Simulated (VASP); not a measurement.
Set up this calculation in VASP 6.6.1, as the native input.

```yaml
Task: single point
Functional: r2SCAN
Potentials_or_basis: VASP PAW PBE potentials, release 64 (Cu)
Cutoff: 520 eV
k_mesh: 20 × 20 × 20
Occupations: gaussian, width 0.1 eV
Spin: no spin polarisation
Dipole_correction: no
Further_INCAR_settings: ALGO = Normal; EDIFF = 1e-07; NBANDS = 12
```

Cu:

```xyz
1
Lattice="0.0000 1.7884 1.7884 1.7884 0.0000 1.7884 1.7884 1.7884 0.0000" Properties=species:S:1:pos:R:3 pbc="T T T"
Cu    0.0000    0.0000    0.0000
```

These files were run (other wordings do the same):

POSCAR

```
Cu
1.0
    0.0000000000      1.7884399149      1.7884399149
    1.7884399149      0.0000000000      1.7884399149
    1.7884399149      1.7884399149      0.0000000000
Cu
1
Direct
    0.0000000000      0.0000000000      0.0000000000
```

INCAR.step1

```
  PREC = Accurate
  ENCUT = 520
  ISMEAR = 0
  SIGMA = 0.1
  LREAL = F
  LASPH = T
  NELM = 80
  NBANDS = 12
  GGA = PE
  ALGO = Normal
  EDIFF = 1E-4
  LWAVE = T
  LCHARG = F
```

INCAR.step2

```
  PREC = Accurate
  ENCUT = 520
  EDIFF = 1E-7
  ISMEAR = 0
  SIGMA = 0.1
  LREAL = F
  LASPH = T
  NELM = 80
  ALGO = Normal
  ISIF = 2
  LWAVE = F
  LCHARG = T
  METAGGA = R2SCAN
  LMIXTAU = T
  LELF = T
  LVHAR = T
  NBANDS = 12
  ISTART = 1
```

KPOINTS

```
regular mesh
0
Gamma
  20 20 20
```

Potentials or basis: VASP PAW PBE potentials, release 64 (Cu).

Run with:

```console
$ cat potpaw_PBE.64/Cu/POTCAR > POTCAR
$ cp INCAR.step1 INCAR
$ mpirun -np 1 vasp_std > vasp.out
$ cp INCAR.step2 INCAR
$ mpirun -np 1 vasp_std > vasp.out
```

It gave:

```json
{"Pressure": "0.6 GPa"}
```

Caveat: the PAW data sets were made with another functional, which shifts forces and pressure a little.

Wall time 3.3 min on 1 thread of Intel Xeon 8259CL (shared host), peak memory 0.16 GiB.
